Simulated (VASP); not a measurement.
# ZrSe2 (CdI2 type) (P-3m1) in VASP: electric field gradients with LDA

Aim: the electric field gradients of ZrSe2 (CdI2 type) with LDA.

All numbers are computed with VASP 6.6.1; they aren't measurements. Logs are shortened: lines on timing, memory, paths and dates and some standing lists are left out, and cuts for length are marked.

## 1. The cell of the first run

Symmetry: P-3m1, No. 164, trigonal system. The conventional cell has a = 3.720 Å, b = 3.720 Å, c = 6.655 Å, α = 90.00°, β = 90.00°, γ = 120.00°. Zr (site symmetry -3m) has 6 Se at 2.65 Å within 3.5 Å. Se (site symmetry 3m) has 3 Zr at 2.65 Å within 3.5 Å.

## 2. Electric field gradients, LDA

Contents of INCAR:

```
SYSTEM = ZrSe2
  PREC = Accurate
  ENCUT = 400
  EDIFF = 1E-8
  ISMEAR = -1
  SIGMA = 0.08
  LREAL = .FALSE.
  LASPH = .TRUE.
  NELM = 120
  ALGO = Normal
  ISIF = 2
  LWAVE = .FALSE.
  LCHARG = .FALSE.
  LEFG = .TRUE.
  ISYM = 0
  NBANDS = 19
  GGA_COMPAT = .FALSE.
```

Contents of KPOINTS:

```
regular mesh
0
G
  11 11 6
  0 0 0
```

Contents of POSCAR:

```
ZrSe2
1.0
    3.7203328708      0.0000000000      0.0000000000
   -1.8601664354      3.2219027766      0.0000000000
    0.0000000000      0.0000000000      6.6552720953
Zr Se
1 2
Direct
    0.0000000000      0.0000000000      0.0000000000
    0.3333333333      0.6666666667      0.2331909593
    0.6666666667      0.3333333333      0.7668090407
```

Potentials or basis: VASP PAW LDA potentials, release 64 (Zr_sv, Se).

Run with:

```sh
$ cat potpaw_LDA.64/Zr_sv/POTCAR potpaw_LDA.64/Se/POTCAR > POTCAR
$ mpirun -np 1 vasp_std > vasp.out
```

OUTCAR:

```text
SYSTEM = ZrSe2
   PREC = Accurate
   ENCUT = 400
   EDIFF = 1E-8
   ISMEAR = -1
   LREAL = .FALSE.
   LASPH = .TRUE.
   NELM = 120
   ISIF = 2
   ISYM = 0

 ion  position               nearest neighbor table
   1  0.000  0.000  0.000-   2 2.65   3 2.65   2 2.65   3 2.65   3 2.65   2 2.65
   2  0.333  0.667  0.233-   1 2.65   1 2.65   1 2.65
   3  0.667  0.333  0.767-   1 2.65   1 2.65   1 2.65

IMPORTANT INFORMATION: All symmetrisations will be switched off!
NOSYMM: (Re-)initialisation of all symmetry stuff for point group C_1.

----------------------------------------------------------------------------------------

                                     Primitive cell

  volume of cell :      79.7738

  direct lattice vectors                    reciprocal lattice vectors
     3.720332871  0.000000000  0.000000000     0.268793152  0.155187799  0.000000000
    -1.860166435  3.221902777  0.000000000     0.000000000  0.310375598  0.000000000
     0.000000000  0.000000000  6.655272095     0.000000000  0.000000000  0.150256817

  length of vectors
     3.720332871  3.720332871  6.655272095     0.310375598  0.310375598  0.150256817

  position of ions in fractional coordinates (direct lattice)
     0.000000000  0.000000000  0.000000000
     0.333333333  0.666666667  0.233190959
     0.666666667  0.333333333  0.766809041

  ion indices of the primitive-cell ions
   primitive index   ion index
                 1           1
                 2           2
                 3           3

----------------------------------------------------------------------------------------

 KPOINTS: regular mesh

Automatic generation of k-mesh.
 Grid dimensions read from file:
 generate k-points for:   11   11    6

 Generating k-lattice:

  Cartesian coordinates                     Fractional coordinates (reciprocal lattice)
     0.024435741  0.014107982  0.000000000     0.090909091 -0.000000000  0.000000000
     0.000000000  0.028215963  0.000000000     0.000000000  0.090909091  0.000000000
     0.000000000  0.000000000  0.025042803     0.000000000  0.000000000  0.166666667

  Length of vectors
     0.028215963  0.028215963  0.025042803

  Shift w.r.t. Gamma in fractional coordinates (k-lattice)
     0.000000000  0.000000000  0.000000000

 Subroutine IBZKPT returns following result:
 ===========================================

 Found    364 irreducible k-points:

 Following reciprocal coordinates:
            Coordinates               Weight
  0.000000  0.000000  0.000000      1.000000
  0.090909 -0.000000  0.000000      2.000000
  0.000000  0.090909  0.000000      2.000000
 -0.090909  0.090909  0.000000      2.000000
  0.181818  0.000000  0.000000      2.000000
  0.000000  0.181818  0.000000      2.000000
[... 16 lines left out ...]
 -0.181818  0.272727  0.000000      2.000000
  0.090909  0.181818  0.000000      2.000000
 [... further k-points ...]
   k-points           NKPTS =    364   k-points in BZ     NKDIM =    364   number of bands    NBANDS=     19
   number of dos      NEDOS =    301   number of ions     NIONS =      3
   total plane-waves  NPLWV =  27648
   dimension x,y,z NGX =    24 NGY =   24 NGZ =   48
   dimension x,y,z NGXF=    48 NGYF=   48 NGZF=   96
   ions per type =               1   2
   NGX,Y,Z   is equivalent  to a cutoff of  10.72, 10.72, 11.99 a.u.
   NGXF,Y,Z  is equivalent  to a cutoff of  21.45, 21.45, 23.98 a.u.
 SYSTEM =  ZrSe2
   PREC   = accura    normal or accurate (medium, high low for compatibility)
   ISTART =      0    job   : 0-new  1-cont  2-samecut
   ICHARG =      2    charge: 1-file 2-atom 10-const
   ISPIN  =      1    spin polarized calculation?
   LNONCOLLINEAR =      F non collinear calculations
   LSORBIT =      F    spin-orbit coupling
   LASPH  =      T    aspherical Exc in radial PAW
   ENCUT  =  400.0 eV  29.40 Ry    5.42 a.u.   6.07  6.07 10.85*2*pi/ulx,y,z
   NELM   =    120;   NELMIN=  2; NELMDL= -5     # of ELM steps
   EDIFF  = 0.1E-07   stopping-criterion for ELM
   LREAL  =      F    real-space projection
   EDIFFG = 0.1E-06   stopping-criterion for IOM
   NSW    =      0    number of steps for IOM
   IBRION =     -1    ionic relax: 0-MD 1-quasi-New 2-CG
   NFREE  =      0    steps in history (QN), initial steepest desc. (CG)
   ISIF   =      2    stress and relaxation
   ISYM   =      0    0-nonsym 1-usesym 2-fastsym
   POTIM  = 0.5000    time-step for ionic-motion
   TEBEG  =    0.0;   TEEND  =   0.0 temperature during run
   PSTRESS=    0.0 pullay stress
   NELECT =      24.0000    total number of electrons
   NUPDOWN=      -1.0000    fix difference up-down
   EMIN   =  10.00;   EMAX   =-10.00  energy-range for DOS
   EFERMI =   0.00;   METHOD = LEGACY
   ISMEAR =    -1;   SIGMA  =   0.08  broadening in eV -4-tet -1-fermi 0-gaus
   EFERMI_NEDOS =   21; number of points for ismear=-14 and -15
   IALGO  =     38    algorithm
   IMIX   =      4    mixing-type and parameters
     AMIX     =   0.40;   BMIX     =  1.00
     AMIX_MAG =   1.60;   BMIX_MAG =  1.00
  volume/ion in A,a.u.               =      26.59       179.45
  Fermi-wavevector in a.u.,A,eV,Ry     =   1.096963  2.072959 16.372263  1.203327
  Thomas-Fermi vector in A             =   2.233314
   LORBIT       =      0    0 simple, 1 ext, 2 COOP (PROOUT), +10 PAW based schemes
   GGA     = CA    functional components
   LHFCALC =     F    Hartree Fock is set to
   AEXX    =    0.0000 exact exchange contribution
   IVDW    =     0    specifies the selected vdW correction
   LEPSILON=     F    determine dielectric tensor
   LRPA    =     F    only Hartree local field effects (RPA)
 non-spin polarized calculation
  energy-cutoff  :      400.00
  volume of cell :       79.77
 maximum number of plane-waves:      1474
   NGX = 13   NGY = 13   NGZ = 21

 number of electron      23.9999994 magnetization

 Free energy of the ion-electron system (eV)
  ---------------------------------------------------
  ext. energy  EPLUGINS =         0.00000000
  ---------------------------------------------------
  free energy    TOTEN  =       -21.57427858 eV

  energy without entropy =      -21.57034021  energy(sigma->0) =      -21.57230939

 E-fermi :   3.9382     XC(G=0):  -9.5104

 val. band max:        3.8595705182   @ k =   0.0000   0.0000   0.0000
 cond. band min:       4.0867609301   @ k =  -0.4545   0.4545   0.5000
 fundamental gap:      0.2271904118
 Fermi energy:         3.9381921619

 k-point     1 :       0.0000    0.0000    0.0000
  band No.  band energies     occupation
      1     -45.1873      2.00000
      2     -23.4301      2.00000
      3     -23.2949      2.00000
      4     -23.2949      2.00000
      5      -9.4696      2.00000
      6      -8.3231      2.00000
[... 11 lines left out ...]
     18       8.4620      0.00000
     19       9.0812      0.00000

 k-point     2 :       0.0909   -0.0000    0.0000
  band No.  band energies     occupation
      1     -45.1859      2.00000
      2     -23.4255      2.00000
      3     -23.3144      2.00000
      4     -23.2990      2.00000
      5      -9.3873      2.00000
      6      -8.3267      2.00000
[... 11 lines left out ...]
     18       8.8827      0.00000
     19       9.8554      0.00000

 k-point     3 :       0.0000    0.0909    0.0000
  band No.  band energies     occupation
      1     -45.1859      2.00000
      2     -23.4255      2.00000
      3     -23.3144      2.00000
      4     -23.2990      2.00000
      5      -9.3873      2.00000
      6      -8.3267      2.00000
[... 11 lines left out ...]
     18       8.8827      0.00000
     19       9.8554      0.00000

 k-point     4 :      -0.0909    0.0909    0.0000
  band No.  band energies     occupation
      1     -45.1859      2.00000
      2     -23.4255      2.00000
      3     -23.3144      2.00000
      4     -23.2990      2.00000
      5      -9.3873      2.00000
      6      -8.3267      2.00000
[... 407 lines left out ...]
     18      10.6797      0.00000
     19      11.4845      0.00000

 k-point    23 :      -0.1818    0.2727    0.0000
  band No.  band energies     occupation
      1     -45.1792      2.00000
      2     -23.4071      2.00000
      3     -23.4005      2.00000
      4     -23.3232      2.00000
      5      -8.9604      2.00000
      6      -8.3392      2.00000
[... 11 lines left out ...]
     18      10.6797      0.00000
     19      11.4845      0.00000

 k-point    24 :       0.0909    0.1818    0.0000
  band No.  band energies     occupation
      1     -45.1792      2.00000
      2     -23.4071      2.00000
      3     -23.4005      2.00000
      4     -23.3232      2.00000
      5      -8.9604      2.00000
      6      -8.3392      2.00000
[... 11 lines left out ...]
     18      10.6797      0.00000
     19      11.4845      0.00000

 [... further k-points ...]

------------------------ aborting loop because EDIFF is reached ----------------------------------------

  FORCE on cell =-STRESS in cart. coord.  units (eV):
  Direction    XX          YY          ZZ          XY          YZ          ZX
  --------------------------------------------------------------------------------------
  -------------------------------------------------------------------------------------
  Total        0.0364210      0.0364222      0.0437954      0.0000013     -0.0000000     -0.0000001
  in kB        0.7314801      0.7315045      0.8795885      0.0000261     -0.0000007     -0.0000016
  external PRESSURE =       0.7808577 kB  Pullay stress =       0.0000000 kB

 VOLUME and BASIS-vectors are now :
 -----------------------------------------------------------------------------
  energy-cutoff  :      400.00
  volume of cell :       79.77
      direct lattice vectors                 reciprocal lattice vectors
     3.720332871  0.000000000  0.000000000     0.268793152  0.155187799  0.000000000
    -1.860166435  3.221902777  0.000000000     0.000000000  0.310375598  0.000000000
     0.000000000  0.000000000  6.655272095     0.000000000  0.000000000  0.150256817

 POSITION                                       TOTAL-FORCE (eV/Angst)
 -----------------------------------------------------------------------------------
      0.00000      0.00000      0.00000         0.000000     -0.000000      0.000000
     -0.00000      2.14794      1.55195        -0.000000     -0.000000      0.290517
      1.86017      1.07397      5.10332         0.000000      0.000000     -0.290517
 -----------------------------------------------------------------------------------
    total drift:                               -0.000000      0.000000     -0.000000

  FREE ENERGIE OF THE ION-ELECTRON SYSTEM (eV)
  ---------------------------------------------------
  free  energy   TOTEN  =       -21.5742785825 eV

  energy  without entropy=      -21.5703402057  energy(sigma->0) =      -21.57230939

 Electric field gradients (V/A^2)
---------------------------------------------------------------------
 ion       V_xx      V_yy      V_zz      V_xy      V_xz      V_yz
---------------------------------------------------------------------
   1      17.201    17.201   -34.402     0.000     0.000    -0.000
   2       3.233     3.233    -6.466    -0.000    -0.000     0.000
   3       3.233     3.233    -6.466    -0.000    -0.000     0.000
---------------------------------------------------------------------

 Electric field gradients after diagonalization (V/A^2)
 (convention: |V_zz| > |V_xx| > |V_yy|)
----------------------------------------------------------------------
 ion       V_xx      V_yy      V_zz     asymmetry (V_yy - V_xx)/ V_zz
----------------------------------------------------------------------
   1      17.201    17.201   -34.402       0.000
   2       3.233     3.233    -6.466       0.000
   3       3.233     3.233    -6.466       0.000
----------------------------------------------------------------------

           NMR quadrupolar parameters

 Cq : quadrupolar parameter    Cq=e*Q*V_zz/h
 eta: asymmetry parameters     (V_yy - V_xx)/ V_zz
 Q  : nuclear electric quadrupole moment in mb (millibarn)
----------------------------------------------------------------------
 ion       Cq(MHz)       eta       Q (mb)
----------------------------------------------------------------------
   1      -0.083       0.000       1.000
   2      -0.016       0.000       1.000
   3      -0.016       0.000       1.000
----------------------------------------------------------------------
```

It took 2.4 min on 1 thread of Intel Xeon Platinum 8488C (Sapphire Rapids), shared host; peak memory 0.44 GiB.

What came out:

```yaml
Free_energy: -21.5743 eV
Pressure: 0.1 GPa
Largest_force: 0.291 eV/Å
Band_gap_on_the_k_mesh: 0.23 eV (least direct gap 1.00 eV)
Largest_electric_field_gradient_by_atom: Zr -34.4; Se -6.5 V/Å²
```

Forces in eV/Å, atoms in the order of the input:
```
Zr   0.000  0.000  0.000
Se   0.000  0.000  0.291
Se   0.000  0.000 -0.291
```

Levels at points of the mesh, in eV from the valence-band top:
```
           k point  band 8  band 9  band 10  band 11  band 12  band 13  band 14  band 15  band 16  band 17
(0.00, 0.00, 0.00)   -2.74   -2.74    -0.53     0.00     0.00     1.00     1.00     1.41     4.52     4.60
(0.00, 0.00, 0.50)   -2.72   -2.72    -2.01    -0.07    -0.07     0.99     0.99     1.91     4.79     4.79
```

Electric field gradients, principal values (V/Å²):
| atom | least | middle | greatest (by size) |
| --- | --- | --- | --- |
| 1 Zr | 17.201 | 17.201 | -34.402 |
| 2 Se | 3.233 | 3.233 | -6.466 |
| 3 Se | 3.233 | 3.233 | -6.466 |

Caveat: without QUAD_EFG the Cq values of the log hold for a quadrupole moment of 1 mb, not for the nuclei; an odd mesh through Γ misses points on the zone boundary, where band edges can lie.
